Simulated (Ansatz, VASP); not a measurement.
## One calculation of AlN, two programs

Contents of INCAR:

```
PREC = Accurate ; ENCUT = 520
EDIFF = 1E-6 ; ISMEAR = 0
SIGMA = 0.05 ; LREAL = False
LASPH = True ; NELM = 80
ALGO = Normal ; ISIF = 2
LWAVE = False ; LCHARG = True
LELF = True ; LVHAR = True
NBANDS = 26
```

The input KPOINTS:

```
Automatic mesh
0
Gamma
  8 6 4
```

POSCAR

```
AlN
1.0
   -1.6378403119      2.8368226349      0.0000000000
    0.0000000000      0.0000000000      4.1006264518
    4.9135209358      2.8368226349      0.0000000000
Al N
4 4
Direct
    0.6929862898      0.7500000000      0.1048130023
    1.0000000000      0.7500000000      0.6666666667
    0.0000000000      0.2500000000      0.3333333333
    0.5000000000      0.2500000000      0.8333333333
    0.5000000000      0.2500000000      0.1666666667
    1.0000000000      0.2500000000      0.6666666667
    0.0000000000      0.7500000000      0.3333333333
    0.5000000000      0.7500000000      0.8333333333
```

Input for Ansatz:

```yaml
crystal:
  lattice:
    - [-1.6378403119, 2.8368226349, 0.0]
    - [0.0, 0.0, 4.1006264518]
    - [4.9135209358, 2.8368226349, 0.0]
  atoms:
    - { symbol: Al, position: [0.6929862898, 0.75, 0.1048130023] }
    - { symbol: Al, position: [1.0, 0.75, 0.6666666667] }
    - { symbol: Al, position: [0.0, 0.25, 0.3333333333] }
    - { symbol: Al, position: [0.5, 0.25, 0.8333333333] }
    - { symbol: "N", position: [0.5, 0.25, 0.1666666667] }
    - { symbol: "N", position: [1.0, 0.25, 0.6666666667] }
    - { symbol: "N", position: [0.0, 0.75, 0.3333333333] }
    - { symbol: "N", position: [0.5, 0.75, 0.8333333333] }
basis:
  ecutwfc: 420
kpoints:
  mp_grid: { grid: [8, 6, 4] }
hamiltonian:
  xc: lda
  pseudopotentials: { kind: paw, azcp: { folder: soft_1 } }
scf:
  occupations: { method: gaussian, width: 0.05 }
output:
  forces: true
  stress: true
  eigenvalues: true
```

Alike in both runs: task single point; functional LDA; k mesh 8 × 6 × 4; occupations gaussian, width 0.05 eV; no spin polarisation.

|  | VASP | Ansatz |
| --- | --- | --- |
| version | VASP 6.6.1 | Ansatz 0.2.0 |
| potentials or method | VASP PAW LDA potentials, release 64 (Al, N), cutoff 520 eV | scalar-relativistic, plane waves, PAW |
| valence electrons in the cell | 32 | 32 |

```tsv
	VASP	Ansatz	Ansatz less VASP
gap on the k mesh at the Fermi level (eV)	1.97	1.97	+0.003
least direct gap on the mesh (eV)	1.97	1.97	+0.003
pressure (GPa)	11.2	10.3	-0.97
traceless stress, the component that is largest in VASP (GPa)	15.29	14.69	-0.604
rms of the force components (eV/Å)	1.910	1.871	-0.0392
```

Ansatz warns that its potentials were made for another functional, while VASP's fit it. LDA's correlation is that of Perdew and Zunger in VASP and of Perdew and Wang (1992) in Ansatz. Atom by atom the forces differ by 0.051 eV/Å (rms over components).
